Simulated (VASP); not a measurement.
SrMg: single point with LDA

Crystal: SrMg.

```
CELL_PARAMETERS angstrom
3.90000 0.00000 0.00000
0.00000 3.90000 0.00000
0.00000 0.00000 3.82200
ATOMIC_POSITIONS crystal
Sr 0.50000 0.50000 0.50000
Mg 0.00000 0.00000 0.00000
```

This cell differs from its parent crystal: zz strain of -2 %.

```yaml
Program: VASP 6.6.1
Task: single point
Functional: LDA
Potentials_or_basis: VASP PAW LDA potentials, release 64 (Sr_sv, Mg)
Cutoff: 520 eV
k_mesh: 9 × 9 × 9
Occupations: fermi-dirac, width 0.05 eV
Spin: no spin polarisation
```

The pressure is 4.0 GPa and the band gap on the k mesh is zero (bands 6 and 7 overlap by 1.35 eV).

Stress tensor (GPa, compression positive):
```
3.89 0.00 0.00
0.00 3.89 0.00
0.00 0.00 4.30
```

Levels at points of the mesh, in eV from the Fermi level:
| k point | band 4 | band 5 | band 6 | band 7 | band 8 | band 9 |
| --- | --- | --- | --- | --- | --- | --- |
| (0.00, 0.00, 0.00) | -17.40 | -5.30 | 0.55 | 0.61 | 4.42 | 4.42 |

It took 28 s on 1 thread of Intel(R) Xeon(R) 6975P-C (Granite Rapids), on a shared host, peak memory 0.19 GiB.

Caveat: the cell differs from its parent crystal (zz strain of -2 %); the cell stands under pressure.
